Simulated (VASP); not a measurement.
# PbSe (I4/mmm) in VASP: further runs

Runs on PbSe. Level: PBE. Tasks: single point.

Everything below comes from runs of VASP 6.6.1. Logs are shortened: lines on timing, memory, paths and dates and some standing lists are left out, and cuts for length are marked.

### 1 The cell of the first run

Symmetry: I4/mmm, No. 139, tetragonal system. The conventional cell has a = 4.193 Å, b = 4.193 Å, c = 6.228 Å, α = 90.00°, β = 90.00°, γ = 90.00°. Pb (site symmetry 4/mmm) has 6 Se at 2.97 to 3.11 Å within 3.9 Å. Within 3.9 Å of Se (site symmetry 4/mmm) lie 6 Pb at 2.97 to 3.11 Å.

### 2 Single point, PBE (epitaxial xy strain -4.0%)

Input file INCAR:

```
SYSTEM = PbSe
ALGO = Normal
EDIFF = 1E-6
ENCUT = 520
GGA = PE
ISIF = 2
ISMEAR = -1
LASPH = .TRUE.
LCHARG = .FALSE.
LREAL = .FALSE.
LWAVE = .FALSE.
NBANDS = 17
NELM = 100
PREC = Accurate
SIGMA = 0.02
```

Input file KPOINTS:

```
k-points
0
G
  8 8 8
  0 0 0
```

Input file POSCAR:

```
PbSe
1.0
    0.0000000000      2.9651541308      3.1137716549
    2.9651541308      0.0000000000      3.1137716549
    2.9651541308      2.9651541308      0.0000000000
Pb Se
1 1
Direct
    0.0000000000      0.0000000000      0.0000000000
    0.5000000000      0.5000000000      0.5000000000
```

Potentials or basis: VASP PAW PBE potentials, release 64 (Pb_d, Se).

Launch:

```bash
> cat potpaw_PBE.64/Pb_d/POTCAR potpaw_PBE.64/Se/POTCAR > POTCAR
> mpirun -np 1 vasp_std > vasp.out
```

OUTCAR:

```text
SYSTEM = PbSe
   EDIFF = 1E-6
   ENCUT = 520
   GGA = PE
   ISIF = 2
   ISMEAR = -1
   LASPH = .TRUE.
   LREAL = .FALSE.
   NELM = 100
   PREC = Accurate

 ion  position               nearest neighbor table
   1  0.000  0.000  0.000-   2 2.97   2 2.97   2 2.97   2 2.97   2 3.11   2 3.11
   2  0.500  0.500  0.500-   1 2.97   1 2.97   1 2.97   1 2.97   1 3.11   1 3.11

  LATTYP: Found a body centered tetragonal cell.
 ALAT       =     4.1933611863
 C/A-ratio  =     1.4850958535

  Lattice vectors:

 A1 = (  -2.9651541308,   0.0000000000,   3.1137716549)
 A2 = (   2.9651541308,   0.0000000000,   3.1137716549)
 A3 = (   0.0000000000,   2.9651541308,  -3.1137716549)

Analysis of symmetry for initial positions (statically):
=====================================================================
 Subroutine PRICEL returns:
 Original cell was already a primitive cell.

 Routine SETGRP: Setting up the symmetry group for a
 body centered tetragonal supercell.

 Subroutine GETGRP returns: Found 16 space group operations
 (whereof 16 operations were pure point group operations)
 out of a pool of 16 trial point group operations.

The static configuration has the point symmetry D_4h.

Analysis of symmetry for dynamics (positions and initial velocities):
=====================================================================
 Subroutine PRICEL returns:
 Original cell was already a primitive cell.

 Routine SETGRP: Setting up the symmetry group for a
 body centered tetragonal supercell.

 Subroutine GETGRP returns: Found 16 space group operations
 (whereof 16 operations were pure point group operations)
 out of a pool of 16 trial point group operations.

The dynamic configuration has the point symmetry D_4h.

 Subroutine INISYM returns: Found 16 space group operations
 (whereof 16 operations are pure point group operations),
 and found     1 'primitive' translations

----------------------------------------------------------------------------------------

                                     Primitive cell

  volume of cell :      54.7534

  direct lattice vectors                    reciprocal lattice vectors
     0.000000000  2.965154131  3.113771655    -0.168625298  0.168625298  0.160576964
     2.965154131  0.000000000  3.113771655     0.168625298 -0.168625298  0.160576964
     2.965154131  2.965154131  0.000000000     0.168625298  0.168625298 -0.160576964

  length of vectors
     4.299734054  4.299734054  4.193361186     0.287495989  0.287495989  0.287495989

  position of ions in fractional coordinates (direct lattice)
[... 73 lines left out ...]
   ISPIN  =      1    spin polarized calculation?
   LNONCOLLINEAR =      F non collinear calculations
   LSORBIT =      F    spin-orbit coupling
   LASPH  =      T    aspherical Exc in radial PAW
   ENCUT  =  520.0 eV  38.22 Ry    6.18 a.u.   7.99  7.99  7.80*2*pi/ulx,y,z
   NELM   =    100;   NELMIN=  2; NELMDL= -5     # of ELM steps
   EDIFF  = 0.1E-05   stopping-criterion for ELM
   LREAL  =      F    real-space projection
   EDIFFG = 0.1E-04   stopping-criterion for IOM
   NSW    =      0    number of steps for IOM
   IBRION =     -1    ionic relax: 0-MD 1-quasi-New 2-CG
   NFREE  =      0    steps in history (QN), initial steepest desc. (CG)
   ISIF   =      2    stress and relaxation
   ISYM   =      2    0-nonsym 1-usesym 2-fastsym
   POTIM  = 0.5000    time-step for ionic-motion
   TEBEG  =    0.0;   TEEND  =   0.0 temperature during run
   PSTRESS=    0.0 pullay stress
   NELECT =      20.0000    total number of electrons
   NUPDOWN=      -1.0000    fix difference up-down
   EMIN   =  10.00;   EMAX   =-10.00  energy-range for DOS
   EFERMI =   0.00;   METHOD = LEGACY
   ISMEAR =    -1;   SIGMA  =   0.02  broadening in eV -4-tet -1-fermi 0-gaus
   EFERMI_NEDOS =   21; number of points for ismear=-14 and -15
   IALGO  =     38    algorithm
   IMIX   =      4    mixing-type and parameters
     AMIX     =   0.40;   BMIX     =  1.00
     AMIX_MAG =   1.60;   BMIX_MAG =  1.00
  volume/ion in A,a.u.               =      27.38       184.75
  Fermi-wavevector in a.u.,A,eV,Ry     =   1.170256  2.211464 18.633182  1.369500
  Thomas-Fermi vector in A             =   2.306718
   LORBIT       =      0    0 simple, 1 ext, 2 COOP (PROOUT), +10 PAW based schemes
   GGA     = PE    functional components
[... 5 lines left out ...]
 non-spin polarized calculation
  energy-cutoff  :      520.00
  volume of cell :       54.75
 maximum number of plane-waves:      1492
   NGX = 15   NGY = 15   NGZ = 15

 number of electron      20.0000004 magnetization

 Free energy of the ion-electron system (eV)
  ---------------------------------------------------
  ext. energy  EPLUGINS =         0.00000000
  ---------------------------------------------------
  free energy    TOTEN  =        -8.07536296 eV

  energy without entropy =       -8.07505225  energy(sigma->0) =       -8.07520761

 E-fermi :   5.7840     XC(G=0):  -9.7423

 val. band max:        5.7559954548   @ k =   0.5000   0.0000   0.0000
 cond. band min:       5.8120361076   @ k =   0.5000   0.0000   0.0000
 fundamental gap:      0.0560406528
 Fermi energy:         5.7840157811

 k-point     1 :       0.0000    0.0000    0.0000
  band No.  band energies     occupation
      1     -11.2823      2.00000
      2     -11.2671      2.00000
      3     -11.2671      2.00000
      4     -11.2579      2.00000
      5     -11.2500      2.00000
      6      -8.3535      2.00000
[... 457 lines left out ...]
      4     -11.2425      2.00000
      5     -11.2199      2.00000
      6      -7.4393      2.00000
[... 9 lines left out ...]
     16      15.3286      0.00000
     17      16.7714      0.00000

 [... further k-points ...]

------------------------ aborting loop because EDIFF is reached ----------------------------------------

  FORCE on cell =-STRESS in cart. coord.  units (eV):
  Direction    XX          YY          ZZ          XY          YZ          ZX
  --------------------------------------------------------------------------------------
  -------------------------------------------------------------------------------------
  Total        2.7515343      2.7515343      0.3293164      0.0000000      0.0000000      0.0000000
  in kB       80.5145199     80.5145199      9.6363513      0.0000000      0.0000000      0.0000000
  external PRESSURE =      56.8884637 kB  Pullay stress =       0.0000000 kB

 VOLUME and BASIS-vectors are now :
 -----------------------------------------------------------------------------
  energy-cutoff  :      520.00
  volume of cell :       54.75
      direct lattice vectors                 reciprocal lattice vectors
     0.000000000  2.965154131  3.113771655    -0.168625298  0.168625298  0.160576964
     2.965154131  0.000000000  3.113771655     0.168625298 -0.168625298  0.160576964
     2.965154131  2.965154131  0.000000000     0.168625298  0.168625298 -0.160576964

 POSITION                                       TOTAL-FORCE (eV/Angst)
 -----------------------------------------------------------------------------------
      0.00000      0.00000      0.00000         0.000000     -0.000000      0.000000
      2.96515      2.96515      3.11377        -0.000000      0.000000     -0.000000
 -----------------------------------------------------------------------------------
    total drift:                                0.000000     -0.000000     -0.000000

  FREE ENERGIE OF THE ION-ELECTRON SYSTEM (eV)
  ---------------------------------------------------
  free  energy   TOTEN  =        -8.0753629630 eV

  energy  without entropy=       -8.0750522541  energy(sigma->0) =       -8.07520761
```

Wall time 88 s (1 thread of AMD EPYC 7R13, shared host); peak memory 0.18 GiB.

What came out:

- Free energy: -8.0754 eV
- Pressure: 5.7 GPa
- Band gap on the k mesh: 0.06 eV, direct

Caveat: the cell differs from its parent crystal (epitaxial xy strain -4.0%); spin-orbit coupling is left out, which moves the levels of the heavy elements. A k mesh can miss the band edges.

### 3 Single point, PBE (epitaxial xy strain -3.0%)

Input file INCAR:

```
ALGO = Normal
EDIFF = 1E-7
ENCUT = 520
GGA = PE
ISIF = 2
ISMEAR = -1
LASPH = True
LCHARG = False
LREAL = False
LWAVE = False
NBANDS = 17
NELM = 80
PREC = Accurate
SIGMA = 0.02
```

Input file KPOINTS:

```
k-points
0
Gamma
  8 8 8
```

Input file POSCAR:

```
PbSe
1.0
    0.0000000000      2.9960411529      3.1064987813
    2.9960411529      0.0000000000      3.1064987813
    2.9960411529      2.9960411529      0.0000000000
Pb Se
1 1
Direct
    0.0000000000      0.0000000000      0.0000000000
    0.5000000000      0.5000000000      0.5000000000
```

Potentials or basis: VASP PAW PBE potentials, release 64 (Pb_d, Se).

Launch:

```bash
> cat potpaw_PBE.64/Pb_d/POTCAR potpaw_PBE.64/Se/POTCAR > POTCAR
> mpirun -np 1 vasp_std > vasp.out
```

Run time: 94 s. Hardware: 1 thread of AMD EPYC 7R13, shared host; peak memory 0.18 GiB.

It converged, with:

```
Free energy            : -8.1249 eV
Pressure               : 4.3 GPa
Band gap on the k mesh : 0.16 eV, direct
```

Stress tensor (GPa, compression positive):
```
5.96 0.00 0.00
0.00 5.96 0.00
0.00 0.00 1.00
```

Levels at points of the mesh, in eV from the valence-band top:
```
           k point  band 8  band 9  band 10  band 11  band 12  band 13
(0.00, 0.00, 0.00)   -2.17   -2.17    -1.86     4.18     5.01     5.01
(0.50, 0.00, 0.00)   -1.69   -1.59     0.00     0.16     1.50     1.68
(0.50, 0.50, 0.00)   -5.23   -3.42    -3.42     3.61     5.80     5.80
(0.50, 0.00, 0.50)   -5.31   -3.69    -3.30     3.47     5.18     6.04
```

Caveat: the cell differs from its parent crystal (epitaxial xy strain -3.0%); spin-orbit coupling is left out, which moves the levels of the heavy elements. A k mesh can miss the band edges.
